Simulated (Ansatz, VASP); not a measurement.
Given: the input of a run of VASP 6.6.1 on Cd2S.

INCAR

```
ALGO = Normal
EDIFF = 1E-6
ENCUT = 520
GGA = PS
ISIF = 2
ISMEAR = -1
LASPH = True
LCHARG = False
LREAL = False
LWAVE = False
NBANDS = 22
NELM = 60
PREC = Accurate
SIGMA = 0.05
```

Contents of KPOINTS:

```
k-points
0
Gamma
  7 7 4
```

POSCAR

```
Cd2S
1.0
    4.0148164244      0.0000000000      0.0000000000
   -2.0074082122      3.4769330151      0.0000000000
    0.0000000000      0.0000000000      5.8856375034
Cd S
2 1
Direct
    0.3333333333      0.6666666667      0.9327170000
    0.6666666667      0.3333333333      0.5787350000
    0.3333333333      0.6666666667      0.3657050000
```

Potentials or basis: VASP PAW PBE potentials, release 64 (Cd, S).

Command:

```console
$ cat potpaw_PBE.64/Cd/POTCAR potpaw_PBE.64/S/POTCAR > POTCAR
$ mpirun -np 1 vasp_std > vasp.out
```

Question: Set up the same calculation for Ansatz 0.2.0. Potentials there: Ansatz PAW.

Answer: As run (the cutoff follows the program's own potentials):

The input input.yaml:

```yaml
crystal:
  lattice:
    - [4.0148164244, 0.0, 0.0]
    - [-2.0074082122, 3.4769330151, 0.0]
    - [0.0, 0.0, 5.8856375034]
  atoms:
    - { symbol: Cd, position: [0.3333333333, 0.6666666667, 0.932717] }
    - { symbol: Cd, position: [0.6666666667, 0.3333333333, 0.578735] }
    - { symbol: S, position: [0.3333333333, 0.6666666667, 0.365705] }
hamiltonian:
  xc: pbesol
  pseudopotentials: { kind: paw }
kpoints:
  mp_grid: { grid: [7, 7, 4] }
scf:
  occupations: { method: fermi_dirac, width: 0.05 }
output:
  forces: true
  stress: true
  eigenvalues: true
```

Potentials or basis: Ansatz PAW.

Command:

```console
$ ansatz run input.yaml --threads 1 --pin off --max-ram 3584MiB --backend cpu --events-out ev --progress --plain --runs-dir out
```

Both were run:

|  | VASP | Ansatz | Ansatz less VASP |
| --- | --- | --- | --- |
| gap on the k mesh at the Fermi level (eV) | 0.48 | 0.49 | +0.002 |
| least direct gap on the mesh (eV) | 0.75 | 0.75 | -0.002 |
| pressure (GPa) | -4.2 | -4.4 | -0.23 |
| traceless stress, the component that is largest in VASP (GPa) | -0.93 | -1.00 | -0.068 |
| rms of the force components (eV/Å) | 0.098 | 0.107 | +0.0090 |

VASP's potentials were made for PBE, not for PBEsol. Atom by atom the forces differ by 0.010 eV/Å (rms over components). With one functional, cell and mesh, what is left measures potentials, basis and numerics. VASP's potentials hold 30 valence electrons a cell and Ansatz's 46, so a difference there can come from the potentials and not from the codes.

Noted on Ansatz's run: odd divisions of the mesh miss points on the zone boundary, where band edges often lie, so the gap on the mesh can be too wide.
